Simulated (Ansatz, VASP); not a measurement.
## Two plane-wave programs on Sb

File POSCAR:

```
Sb
1.0
   -1.8713408863      1.8713408863      1.8713408863
    1.8713408863     -1.8713408863      1.8713408863
    1.8713408863      1.8713408863     -1.8713408863
Sb
1
Direct
    0.0000000000      0.0000000000      0.0000000000
```

File INCAR.step1:

```
PREC = Accurate
ENCUT = 520
EDIFF = 1E-5
ISMEAR = -1
SIGMA = 0.05
LREAL = False
LASPH = True
NELM = 80
ALGO = Normal
ISIF = 2
LWAVE = True
LCHARG = False
NBANDS = 8
GGA = PE
```

The input INCAR.step2:

```
PREC = Accurate
ENCUT = 520
EDIFF = 1E-7
ISMEAR = -1
SIGMA = 0.05
LREAL = False
LASPH = True
NELM = 80
ALGO = Normal
ISIF = 2
LWAVE = False
LCHARG = False
GGA = PE
LHFCALC = True
AEXX = 0.25
HFSCREEN = 0.3
PRECFOCK = Normal
NBANDS = 8
ISTART = 1
```

File KPOINTS:

```
regular mesh
0
Gamma
  5 5 5
```

File input:

```
crystal:
  lattice:
    - [-1.8713408863, 1.8713408863, 1.8713408863]
    - [1.8713408863, -1.8713408863, 1.8713408863]
    - [1.8713408863, 1.8713408863, -1.8713408863]
  atoms:
    - { symbol: Sb, position: [0.0, 0.0, 0.0] }
hamiltonian:
  xc: { exchange: pbe, correlation: pbe, exx: { coeff: 0.25, omega: 0.3 } }
  pseudopotentials: { kind: paw }
kpoints:
  mp_grid: { grid: [5, 5, 5] }
  band_path:
    path:
      - [[0.0, 0.0, 0.0], [0.5, -0.5, 0.5], [0.0, 0.0, 0.5], [0.0, 0.0, 0.0], [0.25, 0.25, 0.25], [0.5, -0.5, 0.5]]
      - [[0.25, 0.25, 0.25], [0.0, 0.0, 0.5]]
    npoints: 4
scf:
  occupations: { method: fermi_dirac, width: 0.05 }
  n_extra_bands: 6
output:
  forces: true
  stress: true
  eigenvalues: true
  fatbands: false
```

Alike in both runs: functional PBE-based screened hybrid; k mesh 5 × 5 × 5; occupations fermi-dirac, width 0.05 eV; no spin polarisation.

|  | VASP | Ansatz |
| --- | --- | --- |
| version | VASP 6.6.1 | Ansatz 0.2.0 |
| potentials or method | VASP PAW PBE potentials, release 64 (Sb) | Ansatz PAW |
| plane-wave cutoff (eV) | 520 | 420 |
| valence electrons in the cell | 5 | 15 |
| task | single point | band structure |

```tsv
	VASP	Ansatz	Ansatz less VASP
gap on the k mesh at the Fermi level (eV)	none	none	-
pressure (GPa)	-1.6	-0.6	+0.99
```

VASP's potentials were made for PBE, not for PBE-based screened hybrid. A gap of «none» marks a metal or a gap that the smearing closes. With one functional, cell and mesh, what is left measures potentials, basis and numerics. VASP's potentials hold 5 valence electrons a cell and Ansatz's 15, so a difference there can come from the potentials and not from the codes.

The k mesh is coarse, so the values compare programs but aren't converged. Spin-orbit coupling is off throughout.
